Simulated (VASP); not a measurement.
# Al2O3 (P-3m1) in VASP: notebook

Al2O3 is run at these levels: LDA, PBEsol; tasks: single point.

All numbers are computed with VASP 6.6.1; they aren't measurements. Logs are shortened: lines on timing, memory, paths and dates and some standing lists are left out, and cuts for length are marked.

**1. The cell of the first run**

It takes space group P-3m1 (No. 164, trigonal). Conventional cell: a = 3.057 Å, b = 3.057 Å, c = 7.674 Å, α = 90.00°, β = 90.00°, γ = 120.00°. Al (site symmetry 3m) has 4 O at 1.70 to 1.87 Å within 2.3 Å. O (site symmetry -3m) has 2 Al at 1.70 Å within 2.3 Å. Within 2.5 Å of O (site symmetry 3m) lie 3 Al at 1.87 Å.

**2. Single point, LDA (volume scaled by 1.04)**

INCAR reads:

```
SYSTEM = Al2O3
PREC = Accurate
ENCUT = 520
EDIFF = 1E-7
ISMEAR = -1
SIGMA = 0.05
LREAL = .False.
LASPH = .True.
NELM = 60
ALGO = Normal
ISIF = 2
LWAVE = .False.
LCHARG = .True.
LELF = .True.
LVHAR = .True.
NBANDS = 20
```

KPOINTS reads:

```
regular mesh
0
Gamma
  10 10 4
  0 0 0
```

POSCAR reads:

```
Al2O3
1.0
    3.0571908153      0.0000000000      0.0000000000
   -1.5285954077      2.6476049103      0.0000000000
    0.0000000000      0.0000000000      7.6743136961
Al O
2 3
Direct
    0.0000000000      0.0000000000      0.7220490000
    0.0000000000      0.0000000000      0.2779510000
    0.0000000000      0.0000000000      0.5000000000
    0.6666666667      0.3333333333      0.8005460000
    0.3333333333      0.6666666667      0.1994540000
```

Potentials or basis: VASP PAW LDA potentials, release 64 (Al, O).

Started as:

```
cat potpaw_LDA.64/Al/POTCAR potpaw_LDA.64/O/POTCAR > POTCAR
mpirun -np 1 vasp_std > vasp.out
```

OUTCAR:

```text
SYSTEM = Al2O3
   PREC = Accurate
   ENCUT = 520
   EDIFF = 1E-7
   ISMEAR = -1
   LREAL = .False.
   LASPH = .True.
   NELM = 60
   ISIF = 2

 ion  position               nearest neighbor table
   1  0.000  0.000  0.722-   3 1.70   4 1.87   4 1.87   4 1.87
   2  0.000  0.000  0.278-   3 1.70   5 1.87   5 1.87   5 1.87
   3  0.000  0.000  0.500-   1 1.70   2 1.70
   4  0.667  0.333  0.801-   1 1.87   1 1.87   1 1.87
   5  0.333  0.667  0.199-   2 1.87   2 1.87   2 1.87

  LATTYP: Found a hexagonal cell.
 ALAT       =     3.0571908153
 C/A-ratio  =     2.5102501478

  Lattice vectors:

 A1 = (   3.0571908153,   0.0000000000,   0.0000000000)
 A2 = (  -1.5285954077,   2.6476049103,   0.0000000000)
 A3 = (   0.0000000000,   0.0000000000,   7.6743136961)

Analysis of symmetry for initial positions (statically):
=====================================================================
 Subroutine PRICEL returns:
 Original cell was already a primitive cell.

 Routine SETGRP: Setting up the symmetry group for a
 hexagonal supercell.

 Subroutine GETGRP returns: Found 12 space group operations
 (whereof 12 operations were pure point group operations)
 out of a pool of 24 trial point group operations.

The static configuration has the point symmetry D_3d.

Analysis of symmetry for dynamics (positions and initial velocities):
=====================================================================
 Subroutine PRICEL returns:
 Original cell was already a primitive cell.

 Routine SETGRP: Setting up the symmetry group for a
 hexagonal supercell.

 Subroutine GETGRP returns: Found 12 space group operations
 (whereof 12 operations were pure point group operations)
 out of a pool of 24 trial point group operations.

The dynamic configuration has the point symmetry D_3d.

 Subroutine INISYM returns: Found 12 space group operations
 (whereof 12 operations are pure point group operations),
 and found     1 'primitive' translations

----------------------------------------------------------------------------------------

                                     Primitive cell

  volume of cell :      62.1177

  direct lattice vectors                    reciprocal lattice vectors
     3.057190815  0.000000000  0.000000000     0.327097672  0.188849929  0.000000000
    -1.528595408  2.647604910  0.000000000     0.000000000  0.377699859  0.000000000
     0.000000000  0.000000000  7.674313696     0.000000000  0.000000000  0.130304812

  length of vectors
     3.057190815  3.057190815  7.674313696     0.377699859  0.377699859  0.130304812

  position of ions in fractional coordinates (direct lattice)
     0.000000000  0.000000000  0.722049000
     0.000000000  0.000000000  0.277951000
     0.000000000  0.000000000  0.500000000
     0.666666667  0.333333333  0.800546000
     0.333333333  0.666666667  0.199454000

  ion indices of the primitive-cell ions
   primitive index   ion index
                 1           1
                 2           2
                 3           3
                 4           4
                 5           5

----------------------------------------------------------------------------------------

 KPOINTS: regular mesh

Automatic generation of k-mesh.
 Grid dimensions read from file:
 generate k-points for:   10   10    4

 Generating k-lattice:

  Cartesian coordinates                     Fractional coordinates (reciprocal lattice)
     0.032709767  0.018884993  0.000000000     0.100000000  0.000000000  0.000000000
     0.000000000  0.037769986  0.000000000     0.000000000  0.100000000  0.000000000
     0.000000000  0.000000000  0.032576203     0.000000000  0.000000000  0.250000000

  Length of vectors
     0.037769986  0.037769986  0.032576203

  Shift w.r.t. Gamma in fractional coordinates (k-lattice)
     0.000000000  0.000000000  0.000000000

 Subroutine IBZKPT returns following result:
 ===========================================

 Found     50 irreducible k-points:

 Following reciprocal coordinates:
            Coordinates               Weight
  0.000000  0.000000  0.000000      1.000000
  0.100000 -0.000000  0.000000      6.000000
  0.200000 -0.000000  0.000000      6.000000
  0.300000  0.000000  0.000000      6.000000
  0.400000  0.000000  0.000000      6.000000
  0.500000  0.000000  0.000000      3.000000
[... 16 lines left out ...]
  0.000000  0.400000  0.250000      6.000000
  0.500000  0.000000  0.250000      6.000000
 [... further k-points ...]
   k-points           NKPTS =     50   k-points in BZ     NKDIM =     50   number of bands    NBANDS=     20
   number of dos      NEDOS =    301   number of ions     NIONS =      5
   total plane-waves  NPLWV =  34560
   dimension x,y,z NGX =    24 NGY =   24 NGZ =   60
   dimension x,y,z NGXF=    48 NGYF=   48 NGZF=  120
   ions per type =               2   3
   NGX,Y,Z   is equivalent  to a cutoff of  13.05, 13.05, 13.00 a.u.
   NGXF,Y,Z  is equivalent  to a cutoff of  26.10, 26.10, 26.00 a.u.
 SYSTEM =  Al2O3
   PREC   = accura    normal or accurate (medium, high low for compatibility)
   ISTART =      0    job   : 0-new  1-cont  2-samecut
   ICHARG =      2    charge: 1-file 2-atom 10-const
   ISPIN  =      1    spin polarized calculation?
   LNONCOLLINEAR =      F non collinear calculations
   LSORBIT =      F    spin-orbit coupling
   LASPH  =      T    aspherical Exc in radial PAW
   ENCUT  =  520.0 eV  38.22 Ry    6.18 a.u.   5.68  5.68 14.27*2*pi/ulx,y,z
   NELM   =     60;   NELMIN=  2; NELMDL= -5     # of ELM steps
   EDIFF  = 0.1E-06   stopping-criterion for ELM
   LREAL  =      F    real-space projection
   EDIFFG = 0.1E-05   stopping-criterion for IOM
   NSW    =      0    number of steps for IOM
   IBRION =     -1    ionic relax: 0-MD 1-quasi-New 2-CG
   NFREE  =      0    steps in history (QN), initial steepest desc. (CG)
   ISIF   =      2    stress and relaxation
   ISYM   =      2    0-nonsym 1-usesym 2-fastsym
   POTIM  = 0.5000    time-step for ionic-motion
   TEBEG  =    0.0;   TEEND  =   0.0 temperature during run
   PSTRESS=    0.0 pullay stress
   NELECT =      24.0000    total number of electrons
   NUPDOWN=      -1.0000    fix difference up-down
   EMIN   =  10.00;   EMAX   =-10.00  energy-range for DOS
   EFERMI =   0.00;   METHOD = LEGACY
   ISMEAR =    -1;   SIGMA  =   0.05  broadening in eV -4-tet -1-fermi 0-gaus
   EFERMI_NEDOS =   21; number of points for ismear=-14 and -15
   IALGO  =     38    algorithm
   IMIX   =      4    mixing-type and parameters
     AMIX     =   0.40;   BMIX     =  1.00
     AMIX_MAG =   1.60;   BMIX_MAG =  1.00
  volume/ion in A,a.u.               =      12.42        83.84
  Fermi-wavevector in a.u.,A,eV,Ry     =   1.192358  2.253231 19.343656  1.421719
  Thomas-Fermi vector in A             =   2.328398
   LORBIT       =      0    0 simple, 1 ext, 2 COOP (PROOUT), +10 PAW based schemes
   GGA     = CA    functional components
   LHFCALC =     F    Hartree Fock is set to
   AEXX    =    0.0000 exact exchange contribution
   IVDW    =     0    specifies the selected vdW correction
   LEPSILON=     F    determine dielectric tensor
   LRPA    =     F    only Hartree local field effects (RPA)
 non-spin polarized calculation
  energy-cutoff  :      520.00
  volume of cell :       62.12
 maximum number of plane-waves:      1697
 NGX is ok and might be reduce to    24
   NGX = 11   NGY = 11   NGZ = 29

 number of electron      24.0000022 magnetization

 Free energy of the ion-electron system (eV)
  ---------------------------------------------------
  ext. energy  EPLUGINS =         0.00000000
  ---------------------------------------------------
  free energy    TOTEN  =       -39.53351397 eV

  energy without entropy =      -39.53351397  energy(sigma->0) =      -39.53351397

 E-fermi :   4.2134     XC(G=0): -10.0653

 val. band max:        3.1967907163   @ k =   0.0000   0.0000   0.0000
 cond. band min:       5.1120257263   @ k =   0.0000   0.0000   0.0000
 fundamental gap:      1.9152350100
 Fermi energy:         4.2134028192

 k-point     1 :       0.0000    0.0000    0.0000
  band No.  band energies     occupation
      1     -15.9422      2.00000
      2     -15.7558      2.00000
      3     -13.2491      2.00000
      4      -2.5916      2.00000
      5      -1.1898      2.00000
      6      -0.4690      2.00000
[... 12 lines left out ...]
     19      14.6299      0.00000
     20      15.0106      0.00000

 k-point     2 :       0.1000   -0.0000    0.0000
  band No.  band energies     occupation
      1     -15.8667      2.00000
      2     -15.6892      2.00000
      3     -13.2101      2.00000
      4      -2.5657      2.00000
      5      -1.1565      2.00000
      6      -0.8546      2.00000
[... 12 lines left out ...]
     19      14.6788      0.00000
     20      14.8459      0.00000

 k-point     3 :       0.2000   -0.0000    0.0000
  band No.  band energies     occupation
      1     -15.6605      2.00000
      2     -15.5091      2.00000
      3     -13.1077      2.00000
      4      -2.6669      2.00000
      5      -1.8307      2.00000
      6      -1.2953      2.00000
[... 12 lines left out ...]
     19      14.5802      0.00000
     20      15.3261      0.00000

 k-point     4 :       0.3000    0.0000    0.0000
  band No.  band energies     occupation
      1     -15.3835      2.00000
      2     -15.2740      2.00000
      3     -12.9810      2.00000
      4      -3.2019      2.00000
      5      -2.7767      2.00000
      6      -1.3035      2.00000
[... 429 lines left out ...]
 k-point    23 :       0.0000    0.4000    0.2500
  band No.  band energies     occupation
      1     -15.1186      2.00000
      2     -15.0916      2.00000
      3     -12.8796      2.00000
      4      -3.8171      2.00000
      5      -3.3948      2.00000
      6      -1.2259      2.00000
[... 12 lines left out ...]
     19      14.1155      0.00000
     20      15.6785      0.00000

 k-point    24 :       0.5000    0.0000    0.2500
  band No.  band energies     occupation
      1     -15.0265      2.00000
      2     -15.0024      2.00000
      3     -12.8429      2.00000
      4      -4.0322      2.00000
      5      -3.6509      2.00000
      6      -1.1243      2.00000
[... 12 lines left out ...]
     19      13.9617      0.00000
     20      15.6404      0.00000

 [... further k-points ...]

------------------------ aborting loop because EDIFF is reached ----------------------------------------

  FORCE on cell =-STRESS in cart. coord.  units (eV):
  Direction    XX          YY          ZZ          XY          YZ          ZX
  --------------------------------------------------------------------------------------
  -------------------------------------------------------------------------------------
  Total       -4.9123636     -4.9123636     -5.2295509      0.0000000      0.0000000      0.0000000
  in kB     -126.7026836   -126.7026836   -134.8837741      0.0000000      0.0000000      0.0000000
  external PRESSURE =    -129.4297138 kB  Pullay stress =       0.0000000 kB

 VOLUME and BASIS-vectors are now :
 -----------------------------------------------------------------------------
  energy-cutoff  :      520.00
  volume of cell :       62.12
      direct lattice vectors                 reciprocal lattice vectors
     3.057190815  0.000000000  0.000000000     0.327097672  0.188849929  0.000000000
    -1.528595408  2.647604910  0.000000000     0.000000000  0.377699859  0.000000000
     0.000000000  0.000000000  7.674313696     0.000000000  0.000000000  0.130304812

 POSITION                                       TOTAL-FORCE (eV/Angst)
 -----------------------------------------------------------------------------------
      0.00000      0.00000      5.54123        -0.000000     -0.000000     -0.462357
      0.00000      0.00000      2.13308         0.000000      0.000000      0.462357
      0.00000      0.00000      3.83716         0.000000      0.000000      0.000000
      1.52860      0.88253      6.14364         0.000000      0.000000     -0.713103
     -0.00000      1.76507      1.53067        -0.000000      0.000000      0.713103
 -----------------------------------------------------------------------------------
    total drift:                                0.000000      0.000000     -0.000000

  FREE ENERGIE OF THE ION-ELECTRON SYSTEM (eV)
  ---------------------------------------------------
  free  energy   TOTEN  =       -39.5335139714 eV

  energy  without entropy=      -39.5335139711  energy(sigma->0) =      -39.53351397
```

Run time: 91 s. Hardware: 1 thread of AMD EPYC 7R43 (Zen 3), shared host; peak memory 0.14 GiB.

What came out:

```
Free energy            : -39.5335 eV
Pressure               : -12.9 GPa
Largest force          : 0.713 eV/Å
Band gap on the k mesh : 1.92 eV, direct
```

Forces on the atoms (eV/Å):
```
Al   0.000  0.000 -0.462
Al   0.000  0.000  0.462
O    0.000  0.000  0.000
O    0.000  0.000 -0.713
O    0.000  0.000  0.713
```

Stress tensor (GPa, compression positive):
```
-12.67   0.00   0.00
  0.00 -12.67   0.00
  0.00   0.00 -13.49
```

Caveat: the cell differs from its parent crystal (volume scaled by 1.04).

**3. Single point, PBEsol (volume scaled by 1.04)**

INCAR reads:

```
ALGO = Normal
EDIFF = 1E-6
ENCUT = 520
GGA = PS
ISIF = 2
ISMEAR = -1
LASPH = T
LCHARG = F
LREAL = F
LWAVE = F
NBANDS = 20
NELM = 60
PREC = Accurate
SIGMA = 0.05
```

KPOINTS reads:

```
k-points
0
Gamma
  10 10 4
```

POSCAR is that of step 2.

Potentials or basis: VASP PAW PBE potentials, release 64 (Al, O).

Started as:

```
cat potpaw_PBE.64/Al/POTCAR potpaw_PBE.64/O/POTCAR > POTCAR
mpirun -np 1 vasp_std > vasp.out
```

Run time: 82 s. Hardware: 1 thread of AMD EPYC 7R43 (Zen 3), shared host; peak memory 0.16 GiB.

Results (log left out):

```
Free energy            : -37.6351 eV
Pressure               : -9.1 GPa
Largest force          : 0.478 eV/Å
Band gap on the k mesh : 1.92 eV, direct
```

Forces in eV/Å, atoms in the order of the input:
```
Al   0.000  0.000 -0.444
Al   0.000  0.000  0.444
O    0.000  0.000  0.000
O    0.000  0.000 -0.478
O    0.000  0.000  0.478
```

Stress tensor (GPa, compression positive):
```
-9.06  0.00  0.00
 0.00 -9.06  0.00
 0.00  0.00 -9.29
```

Levels at points of the mesh, in eV from the valence-band top:
| k point | band 9 | band 10 | band 11 | band 12 | band 13 | band 14 | band 15 | band 16 |
| --- | --- | --- | --- | --- | --- | --- | --- | --- |
| (0.00, 0.00, 0.00) | -3.67 | -2.31 | 0.00 | 0.00 | 1.92 | 3.87 | 6.99 | 10.10 |
| (0.50, 0.00, 0.00) | -3.49 | -3.05 | -1.71 | -0.46 | 4.36 | 5.87 | 7.74 | 8.52 |
| (0.00, 0.00, 0.50) | -3.61 | -3.06 | 0.00 | 0.00 | 2.89 | 2.92 | 7.72 | 8.40 |
| (0.50, 0.00, 0.50) | -3.37 | -3.26 | -1.65 | -0.46 | 4.77 | 5.32 | 7.64 | 8.29 |

Caveat: the cell differs from its parent crystal (volume scaled by 1.04); the PAW data sets were made with another functional, which shifts forces and pressure a little. A k mesh can miss the band edges.

**4. Single point, LDA**

This run uses another cell than the first one, of 11.18 Å³/atom, 0.900 times its volume.

INCAR reads:

```
SYSTEM = Al2O3
PREC = Accurate
ENCUT = 520
EDIFF = 1E-7
ISMEAR = -1
SIGMA = 0.05
LREAL = .FALSE.
LASPH = .TRUE.
NELM = 100
ALGO = Normal
ISIF = 2
LWAVE = .FALSE.
LCHARG = .TRUE.
LELF = .TRUE.
LVHAR = .TRUE.
NBANDS = 20
```

KPOINTS reads:

```
regular mesh
0
G
  10 10 4
  0 0 0
```

POSCAR reads:

```
Al2O3
1.0
    2.9626063010      0.0000000000      0.0000000000
   -1.4813031505      2.5656923181      0.0000000000
    0.0000000000      0.0000000000      7.3536928467
Al O
2 3
Direct
    0.0000000000      0.0000000000      0.7255809273
    0.0000000000      0.0000000000      0.2744190727
    0.0000000000      0.0000000000      0.5000000000
    0.6666666667      0.3333333333      0.8047731877
    0.3333333333      0.6666666667      0.1952268123
```

Potentials or basis: VASP PAW LDA potentials, release 64 (Al, O).

Started as:

```
cat potpaw_LDA.64/Al/POTCAR potpaw_LDA.64/O/POTCAR > POTCAR
mpirun -np 1 vasp_std > vasp.out
```

It took 27 s on 1 thread of Intel Xeon Platinum 8488C (Sapphire Rapids), shared host; peak memory 0.17 GiB.

It converged, with:

```
Free energy            : -39.7504 eV
Pressure               : 1.0 GPa
Largest force          : 0.137 eV/Å
Band gap on the k mesh : 2.49 eV, direct
```

Forces in eV/Å, atoms in the order of the input:
```
Al   0.000  0.000  0.137
Al   0.000  0.000 -0.137
O    0.000  0.000  0.000
O    0.000  0.000  0.039
O    0.000  0.000 -0.039
```

Stress tensor (GPa, compression positive):
```
0.72 0.00 0.00
0.00 0.72 0.00
0.00 0.00 1.60
```

Levels at points of the mesh, in eV from the valence-band top:
| k point | band 9 | band 10 | band 11 | band 12 | band 13 | band 14 | band 15 | band 16 |
| --- | --- | --- | --- | --- | --- | --- | --- | --- |
| (0.00, 0.00, 0.00) | -3.86 | -2.39 | 0.00 | 0.00 | 2.49 | 4.61 | 7.49 | 10.67 |
| (0.50, 0.00, 0.00) | -3.71 | -3.25 | -1.93 | -0.54 | 4.41 | 6.25 | 8.24 | 9.15 |
| (0.00, 0.00, 0.50) | -3.76 | -3.34 | 0.00 | 0.00 | 3.44 | 3.66 | 8.25 | 8.93 |
| (0.50, 0.00, 0.50) | -3.60 | -3.56 | -1.83 | -0.53 | 4.99 | 5.46 | 8.31 | 8.65 |

A k mesh can miss the band edges. As with any semilocal functional, this LDA gap is likely too small.

(Part 1 of 2 ends here.)
